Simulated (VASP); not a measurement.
Write the native input for VASP 6.6.1 that does the following.

```yaml
Task: single point
Functional: PBE
Potentials_or_basis: VASP PAW PBE potentials, release 64 (Ti_sv, Al)
Cutoff: 520 eV
k_mesh: 14 × 14 × 14
Occupations: gaussian, width 0.15 eV
Spin: no spin polarisation
Dipole_correction: no
Further_INCAR_settings: ALGO = Normal; EDIFF = 1e-06; NBANDS = 18
```

The structure of TiAl3 lies in POSCAR:

```
TiAl3
1.0
   -1.9225789803      1.9225789803      4.3111351100
    1.9225789803     -1.9225789803      4.3111351100
    1.9225789803      1.9225789803     -4.3111351100
Ti Al
1 3
Direct
    0.0000000000      0.0000000000      0.0000000000
    0.5000000000      0.5000000000      0.0000000000
    0.7500000000      0.2500000000      0.5000000000
    0.2500000000      0.7500000000      0.5000000000
```

The input as run:

INCAR

```
SYSTEM = TiAl3
ALGO     = Normal         ! electronic algorithm
EDIFF    = 1E-6           ! SCF threshold, eV
ENCUT    = 520            ! plane-wave cutoff, eV
GGA      = PE             ! functional
ISIF     = 2              ! what is computed and relaxed
ISMEAR   = 0              ! smearing method
LASPH    = .TRUE.         ! aspherical terms in the spheres
LCHARG   = .TRUE.         ! write CHGCAR
LELF     = .TRUE.         ! ELF
LREAL    = .FALSE.        ! projectors in reciprocal space
LVHAR    = .TRUE.       
LWAVE    = .FALSE.        ! write WAVECAR
NBANDS   = 18             ! bands
NELM     = 60             ! most SCF steps
PREC     = Accurate       ! precision mode
SIGMA    = 0.15           ! smearing width, eV
```

KPOINTS

```
k-points
0
G
  14 14 14
  0 0 0
```

Potentials or basis: VASP PAW PBE potentials, release 64 (Ti_sv, Al).

Run with:

```sh
$ cat potpaw_PBE.64/Ti_sv/POTCAR potpaw_PBE.64/Al/POTCAR > POTCAR
$ mpirun -np 1 vasp_std > vasp.out
```

It gave:

```yaml
Pressure: -0.1 GPa
Band_gap_on_the_k_mesh: zero (an odd number of electrons rules out a gap without spin polarisation)
```

Wall time 7.6 min on 1 thread of Intel(R) Xeon(R) 6975P-C (Granite Rapids), on a shared host, peak memory 0.43 GiB.
